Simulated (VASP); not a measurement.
# H3C5 in VASP: a series of runs

The runs below take H3C5 through single point, with PBE+D3(BJ).

Program: VASP 6.6.1. These are calculated values, not measurements. Logs are shortened: lines on timing, memory, paths and dates and some standing lists are left out, and cuts for length are marked.

### Step 1. The cell of the first run

The cell holds a slab with vacuum, 32 atoms: a = 5.049 Å, b = 5.049 Å, c = 17.136 Å, α = 90.00°, β = 90.00°, γ = 90.00°.

### Step 2. Single point, PBE+D3(BJ)

Input file INCAR:

```
SYSTEM = H3C5
PREC = Accurate
ENCUT = 520
EDIFF = 1E-7
ISMEAR = -1
SIGMA = 0.05
LREAL = Auto
LASPH = .True.
NELM = 80
ALGO = Normal
ISIF = 2
LWAVE = .False.
LCHARG = .False.
GGA = PE
IVDW = 12
NBANDS = 68
```

Input file KPOINTS:

```
regular mesh
0
Gamma
  2 2 1
  0 0 0
```

Input file POSCAR:

```
H3C5
1.0
    5.0487420000      0.0000000000      0.0000000000
    0.0000000000      5.0487420000      0.0000000000
    0.0000000000      0.0000000000     17.1355610000
H C
12 20
Direct
    0.4277868000      0.0000000000      0.0583582000
    0.0722132000      0.0000000000      0.0583582000
    0.9277868000      0.0000000000      0.0583582000
    0.5722132000      0.0000000000      0.0583582000
    0.4277868000      0.5000000000      0.0583582000
    0.0722132000      0.5000000000      0.0583582000
    0.9277868000      0.5000000000      0.0583582000
    0.5722132000      0.5000000000      0.0583582000
    0.7501316605      0.0035244973      0.3584930802
    0.2501372402      0.4959477193      0.3585655912
    0.7499652315      0.4961053998      0.3585434305
    1.2497666189      1.0034243911      0.3584991736
    0.2500000000      0.0000000000      0.0953981000
    0.7500000000      0.0000000000      0.0953981000
    0.2500000000      0.5000000000      0.0953981000
    0.7500000000      0.5000000000      0.0953981000
    0.2500000000      0.2500000000      0.1474828000
    0.7500000000      0.2500000000      0.1474828000
    0.2500000000      0.7500000000      0.1474828000
    0.7500000000      0.7500000000      0.1474828000
   -0.0000110592      0.2499746674      0.1955471863
    0.4999402089      0.2499437743      0.1955483231
    0.0000004195      0.7499788213      0.2034031944
    0.4999847863      0.7499424767      0.2034047359
   -0.0000209839      0.0165317984      0.2521311604
    0.4999435667      0.0164237270      0.2521512805
   -0.0000327433      0.4834231481      0.2521742845
    0.4999456433      0.4833793616      0.2521698513
    0.2499124455      0.0880671965      0.2993879319
    0.7499913111      0.0881439032      0.2993818962
    0.2499580981      0.4116541394      0.2994125585
    0.7499556827      0.4116930774      0.2994008672
```

Potentials or basis: VASP PAW PBE potentials, release 64 (H, C).

The run is started by

```sh
> cat potpaw_PBE.64/H/POTCAR potpaw_PBE.64/C/POTCAR > POTCAR
> mpirun -np 1 vasp_std > vasp.out
```

OUTCAR:

```text
SYSTEM = H3C5
   PREC = Accurate
   ENCUT = 520
   EDIFF = 1E-7
   ISMEAR = -1
   LREAL = Auto
   LASPH = .True.
   NELM = 80
   ISIF = 2
   GGA = PE
   IVDW = 12
 IVDW          = 12

 ion  position               nearest neighbor table
   1  0.428  0.000  0.058-   4 0.73  13 1.10
   2  0.072  0.000  0.058-   3 0.73  13 1.10
   3  0.928  0.000  0.058-   2 0.73  14 1.10
   4  0.572  0.000  0.058-   1 0.73  14 1.10
   5  0.428  0.500  0.058-   8 0.73  15 1.10
   6  0.072  0.500  0.058-   7 0.73  15 1.10
   7  0.928  0.500  0.058-   6 0.73  16 1.10
   8  0.572  0.500  0.058-   5 0.73  16 1.10
   9  0.750  0.004  0.358-  30 1.10
  10  0.250  0.496  0.359-  31 1.10
  11  0.750  0.496  0.359-  32 1.10
  12  0.250  0.003  0.358-  29 1.10
  13  0.250  0.000  0.095-   1 1.10   2 1.10  17 1.55  19 1.55
  14  0.750  0.000  0.095-   3 1.10   4 1.10  18 1.55  20 1.55
  15  0.250  0.500  0.095-   5 1.10   6 1.10  17 1.55  19 1.55
  16  0.750  0.500  0.095-   7 1.10   8 1.10  18 1.55  20 1.55
  17  0.250  0.250  0.147-  22 1.51  21 1.51  13 1.55  15 1.55
  18  0.750  0.250  0.147-  21 1.51  22 1.51  14 1.55  16 1.55
[... 12 lines left out ...]
  31  0.250  0.412  0.299-  10 1.10  28 1.54  27 1.54  29 1.63
  32  0.750  0.412  0.299-  11 1.10  28 1.54  27 1.54  30 1.63

  LATTYP: Found a simple tetragonal cell.
 ALAT       =     5.0487420000
 C/A-ratio  =     3.3940258781

  Lattice vectors:

 A1 = (   5.0487420000,   0.0000000000,   0.0000000000)
 A2 = (   0.0000000000,   5.0487420000,   0.0000000000)
 A3 = (   0.0000000000,   0.0000000000,  17.1355610000)

Analysis of symmetry for initial positions (statically):
=====================================================================
 Subroutine PRICEL returns:
 Original cell was already a primitive cell.

 Routine SETGRP: Setting up the symmetry group for a
 simple tetragonal supercell.

 Subroutine GETGRP returns: Found  1 space group operations
 (whereof  1 operations were pure point group operations)
 out of a pool of 16 trial point group operations.

The static configuration has the point symmetry C_1 .

Analysis of symmetry for dynamics (positions and initial velocities):
=====================================================================
 Subroutine PRICEL returns:
 Original cell was already a primitive cell.

 Routine SETGRP: Setting up the symmetry group for a
 simple tetragonal supercell.

 Subroutine GETGRP returns: Found  1 space group operations
 (whereof  1 operations were pure point group operations)
 out of a pool of 16 trial point group operations.

The dynamic configuration has the point symmetry C_1 .

 Subroutine INISYM returns: Found  1 space group operations
 (whereof  1 operations are pure point group operations),
 and found     1 'primitive' translations

----------------------------------------------------------------------------------------

                                     Primitive cell

  volume of cell :     436.7820

  direct lattice vectors                    reciprocal lattice vectors
     5.048742000  0.000000000  0.000000000     0.198069143  0.000000000  0.000000000
     0.000000000  5.048742000  0.000000000     0.000000000  0.198069143  0.000000000
     0.000000000  0.000000000 17.135561000     0.000000000  0.000000000  0.058358171

  length of vectors
     5.048742000  5.048742000 17.135561000     0.198069143  0.198069143  0.058358171

  position of ions in fractional coordinates (direct lattice)
     0.427786800  0.000000000  0.058358200
     0.072213200  0.000000000  0.058358200
     0.927786800  0.000000000  0.058358200
     0.572213200  0.000000000  0.058358200
     0.427786800  0.500000000  0.058358200
     0.072213200  0.500000000  0.058358200
[... 24 lines left out ...]
     0.249958098  0.411654139  0.299412559
     0.749955683  0.411693077  0.299400867

  ion indices of the primitive-cell ions
   primitive index   ion index
                 1           1
                 2           2
                 3           3
                 4           4
                 5           5
                 6           6
[... 24 lines left out ...]
                31          31
                32          32

----------------------------------------------------------------------------------------

 KPOINTS: regular mesh

Automatic generation of k-mesh.
 Grid dimensions read from file:
 generate k-points for:    2    2    1

 Generating k-lattice:

  Cartesian coordinates                     Fractional coordinates (reciprocal lattice)
     0.099034571  0.000000000  0.000000000     0.500000000  0.000000000  0.000000000
     0.000000000  0.099034571  0.000000000     0.000000000  0.500000000  0.000000000
     0.000000000  0.000000000  0.058358171     0.000000000  0.000000000  1.000000000

  Length of vectors
     0.099034571  0.099034571  0.058358171

  Shift w.r.t. Gamma in fractional coordinates (k-lattice)
     0.000000000  0.000000000  0.000000000

 Subroutine IBZKPT returns following result:
 ===========================================

 Found      4 irreducible k-points:

 Following reciprocal coordinates:
            Coordinates               Weight
  0.000000  0.000000  0.000000      1.000000
  0.500000  0.000000  0.000000      1.000000
  0.000000  0.500000  0.000000      1.000000
  0.500000  0.500000  0.000000      1.000000
   k-points           NKPTS =      4   k-points in BZ     NKDIM =      4   number of bands    NBANDS=     68
   number of dos      NEDOS =    301   number of ions     NIONS =     32
   total plane-waves  NPLWV = 204800
   dimension x,y,z NGX =    40 NGY =   40 NGZ =  128
   dimension x,y,z NGXF=    80 NGYF=   80 NGZF=  256
   ions per type =              12  20
   NGX,Y,Z   is equivalent  to a cutoff of  13.17, 13.17, 12.42 a.u.
   NGXF,Y,Z  is equivalent  to a cutoff of  26.34, 26.34, 24.84 a.u.
 SYSTEM =  H3C5
   PREC   = accura    normal or accurate (medium, high low for compatibility)
   ISTART =      0    job   : 0-new  1-cont  2-samecut
   ICHARG =      2    charge: 1-file 2-atom 10-const
   ISPIN  =      1    spin polarized calculation?
   LNONCOLLINEAR =      F non collinear calculations
   LSORBIT =      F    spin-orbit coupling
   LASPH  =      T    aspherical Exc in radial PAW
   ENCUT  =  520.0 eV  38.22 Ry    6.18 a.u.   9.39  9.39 31.86*2*pi/ulx,y,z
   NELM   =     80;   NELMIN=  2; NELMDL= -5     # of ELM steps
   EDIFF  = 0.1E-06   stopping-criterion for ELM
   LREAL  =      T    real-space projection
   EDIFFG = 0.1E-05   stopping-criterion for IOM
   NSW    =      0    number of steps for IOM
   IBRION =     -1    ionic relax: 0-MD 1-quasi-New 2-CG
   NFREE  =      0    steps in history (QN), initial steepest desc. (CG)
   ISIF   =      2    stress and relaxation
   ISYM   =      2    0-nonsym 1-usesym 2-fastsym
   POTIM  = 0.5000    time-step for ionic-motion
   TEBEG  =    0.0;   TEEND  =   0.0 temperature during run
   PSTRESS=    0.0 pullay stress
   NELECT =      92.0000    total number of electrons
   NUPDOWN=      -1.0000    fix difference up-down
   EMIN   =  10.00;   EMAX   =-10.00  energy-range for DOS
   EFERMI =   0.00;   METHOD = LEGACY
   ISMEAR =    -1;   SIGMA  =   0.05  broadening in eV -4-tet -1-fermi 0-gaus
   EFERMI_NEDOS =   21; number of points for ismear=-14 and -15
   IALGO  =     38    algorithm
   IMIX   =      4    mixing-type and parameters
     AMIX     =   0.40;   BMIX     =  1.00
     AMIX_MAG =   1.60;   BMIX_MAG =  1.00
  volume/ion in A,a.u.               =      13.65        92.11
  Fermi-wavevector in a.u.,A,eV,Ry     =   0.974053  1.840693 12.908923  0.948779
  Thomas-Fermi vector in A             =   2.104482
   LORBIT       =      0    0 simple, 1 ext, 2 COOP (PROOUT), +10 PAW based schemes
   GGA     = PE    functional components
   LHFCALC =     F    Hartree Fock is set to
   AEXX    =    0.0000 exact exchange contribution
   IVDW    =    12    specifies the selected vdW correction
   LEPSILON=     F    determine dielectric tensor
   LRPA    =     F    only Hartree local field effects (RPA)
 non-spin polarized calculation
  energy-cutoff  :      520.00
  volume of cell :      436.78
 maximum number of plane-waves:     11780
 NGX is ok and might be reduce to    40
   NGX = 19   NGY = 19   NGZ = 63

 number of electron      92.0000005 magnetization

 Free energy of the ion-electron system (eV)
  ---------------------------------------------------
  ext. energy  EPLUGINS =         0.00000000
  ---------------------------------------------------
  free energy    TOTEN  =      -210.27038935 eV

  energy without entropy =     -210.27038934  energy(sigma->0) =     -210.27038935

 E-fermi :   1.9507     XC(G=0):  -5.1083

 val. band max:        1.0190320273   @ k =   0.0000   0.5000   0.0000
 cond. band min:       2.8608402117   @ k =   0.0000   0.0000   0.0000
 fundamental gap:      1.8418081844
 Fermi energy:         1.9506549216

 k-point     1 :       0.0000    0.0000    0.0000
  band No.  band energies     occupation
      1     -20.1339      2.00000
      2     -17.9111      2.00000
      3     -15.9231      2.00000
      4     -15.5627      2.00000
      5     -15.5254      2.00000
      6     -15.5192      2.00000
[... 50 lines left out ...]
     57       6.3803      0.00000
     58       6.6788      0.00000

 k-point     2 :       0.5000    0.0000    0.0000
  band No.  band energies     occupation
      1     -18.9931      2.00000
      2     -18.9919      2.00000
      3     -16.7826      2.00000
      4     -16.7817      2.00000
      5     -14.4750      2.00000
      6     -14.4741      2.00000
[... 50 lines left out ...]
     57       6.6523      0.00000
     58       6.6525      0.00000

 k-point     3 :       0.0000    0.5000    0.0000
  band No.  band energies     occupation
      1     -19.5458      2.00000
      2     -18.3255      2.00000
      3     -17.1854      2.00000
      4     -15.9051      2.00000
      5     -15.4060      2.00000
      6     -14.8841      2.00000
[... 50 lines left out ...]
     57       6.6038      0.00000
     58       6.7006      0.00000

 k-point     4 :       0.5000    0.5000    0.0000
  band No.  band energies     occupation
      1     -18.4151      2.00000
      2     -18.4135      2.00000
      3     -17.1938      2.00000
      4     -17.1933      2.00000
      5     -16.0692      2.00000
      6     -16.0685      2.00000
[... 50 lines left out ...]
     57       6.5532      0.00000
     58       6.5534      0.00000
 [bands above 58 left out]

------------------------ aborting loop because EDIFF is reached ----------------------------------------

 Edisp (eV)   -3.33488

 E8    (eV) :    -0.9474

  FORCE on cell =-STRESS in cart. coord.  units (eV):
  Direction    XX          YY          ZZ          XY          YZ          ZX
  --------------------------------------------------------------------------------------
  -------------------------------------------------------------------------------------
  Total      69.21409    -9.49971    -4.73177    -0.00315     0.03384     0.01409
  in kB     253.88697   -34.84625   -17.35680    -0.01155     0.12412     0.05168
  external pressure =       67.23 kB  Pullay stress =        0.00 kB

 VOLUME and BASIS-vectors are now :
 -----------------------------------------------------------------------------
  energy-cutoff  :      520.00
  volume of cell :      436.78
      direct lattice vectors                 reciprocal lattice vectors
     5.048742000  0.000000000  0.000000000     0.198069143  0.000000000  0.000000000
     0.000000000  5.048742000  0.000000000     0.000000000  0.198069143  0.000000000
     0.000000000  0.000000000 17.135561000     0.000000000  0.000000000  0.058358171

 POSITION                                       TOTAL-FORCE (eV/Angst)
 -----------------------------------------------------------------------------------
      2.15979      0.00000      1.00000        -8.958204     -0.044164      0.104799
      0.36459      0.00000      1.00000         8.958382     -0.044308      0.104698
      4.68416      0.00000      1.00000        -8.958182     -0.044409      0.104727
      2.88896      0.00000      1.00000         8.958369     -0.044128      0.104707
      2.15979      2.52437      1.00000        -8.958235      0.044483      0.104717
      0.36459      2.52437      1.00000         8.958417      0.044264      0.104729
[... 24 lines left out ...]
      1.26197      2.07834      5.13060         0.003088      0.001884      0.008487
      3.78633      2.07853      5.13040         0.001095      0.001794      0.010534
 -----------------------------------------------------------------------------------
    total drift:                               -0.001076     -0.006840      0.008871

  FREE ENERGIE OF THE ION-ELECTRON SYSTEM (eV)
  ---------------------------------------------------
  free  energy   TOTEN  =      -213.6052682360 eV

  energy  without entropy=     -213.6052682238  energy(sigma->0) =     -213.60526823
```

It took 4.5 min on 1 thread of Intel Xeon Platinum 8488C (Sapphire Rapids), shared host; peak memory 0.49 GiB.

What came out:

- Free energy: -213.6053 eV
- Largest force: 8.959 eV/Å
- Band gap on the k mesh: 1.84 eV
- Dispersion energy per atom: -0.104 eV

Forces in eV/Å, atoms in the order of the input:
```
H   -8.958 -0.044  0.105
H    8.958 -0.044  0.105
H   -8.958 -0.044  0.105
H    8.958 -0.044  0.105
H   -8.958  0.044  0.105
H    8.958  0.044  0.105
H   -8.958  0.044  0.105
H    8.958  0.044  0.105
H   -0.002 -0.007  0.025
H   -0.004  0.013  0.022
H    0.000  0.010  0.022
H    0.002 -0.007  0.024
C    0.000 -0.131  0.968
C    0.000 -0.131  0.969
C    0.000  0.132  0.968
C   -0.001  0.131  0.969
C   -0.005  0.000 -2.930
C   -0.006 -0.001 -2.926
C   -0.001 -0.005  0.483
C   -0.001 -0.005  0.484
C    0.000  0.006 -0.003
C    0.009  0.000  0.002
C   -0.003  0.000  0.018
C   -0.001 -0.001  0.019
C   -0.003 -0.039  0.009
C    0.003 -0.023  0.005
C    0.001  0.028  0.002
C    0.002  0.028  0.000
C    0.006  0.001  0.006
C   -0.003 -0.004  0.006
C    0.003  0.002  0.008
C    0.001  0.002  0.011
```

Caveat: the k points lie up to 0.62 Å⁻¹ apart.

(Part 1 of 2 ends here.)
